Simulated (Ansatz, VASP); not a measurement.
**BiH: VASP beside Ansatz**

```xyz
4
Lattice="3.6444 0.0000 0.0000 -1.8222 3.1562 0.0000 0.0000 0.0000 5.8698" Properties=species:S:1:pos:R:3 pbc="T T T"
Bi    0.0000    2.1041    1.4674
Bi    1.8222    1.0521    4.4023
H     0.0000    0.0000    0.0000
H     3.6444    0.0000    2.9349
```

Alike in both runs: functional PBE; k mesh 12 × 12 × 8; occupations gaussian, width 0.1 eV; no spin polarisation.

Ansatz relaxed the structure, and its values are those at the end. VASP's run is a single point on that final structure, the one shown.

|  | VASP | Ansatz |
| --- | --- | --- |
| version | VASP 6.6.1 | Ansatz 0.2.0 |
| potentials or method | VASP PAW PBE potentials, release 64 (Bi_d, H), cutoff 520 eV | scalar-relativistic, plane waves, PAW |
| valence electrons in the cell | 32 | 32 |

Ansatz gave:

```
gap on the k mesh at the Fermi level (eV) : none
pressure (GPa)                            : 0.0
```

Problem. What did VASP give for the same quantities?

Solution. gap on the k mesh at the Fermi level (eV): none; pressure (GPa): -0.1.

A gap of «none» marks a metal or a gap that the smearing closes. With one functional, cell and mesh, what is left measures potentials, basis and numerics.

Neither program's run includes spin-orbit coupling.
